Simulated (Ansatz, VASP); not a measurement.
# PbSe in VASP and in Ansatz

```
Pb Se
1.0
     0.00000    3.02076    3.02076
     3.02076    0.00000    3.02076
     3.02076    3.02076    0.00000
Pb Se
1 1
Direct
  0.00000 0.00000 0.00000
  0.50000 0.50000 0.50000
```

Change from the starting cell: volume scaled by 0.96.

Alike in both runs: task single point; functional PBEsol; k mesh 9 × 9 × 9; occupations fermi-dirac, width 0.01 eV; no spin polarisation.

```csv
,VASP,Ansatz
version,VASP 6.6.1,Ansatz 0.2.0
potentials or method,"VASP PAW PBE potentials, release 64 (Pb_d, Se), cutoff 500 eV","all-electron LAPW, scalar-relativistic"
```

```csv
,VASP,Ansatz,Ansatz less VASP
pressure (GPa),1.7,1.7,+0.01
```

VASP's potentials were made for PBE, not for PBEsol. Ansatz ran all-electron here, and VASP with PAW potentials.

Neither program's run includes spin-orbit coupling.
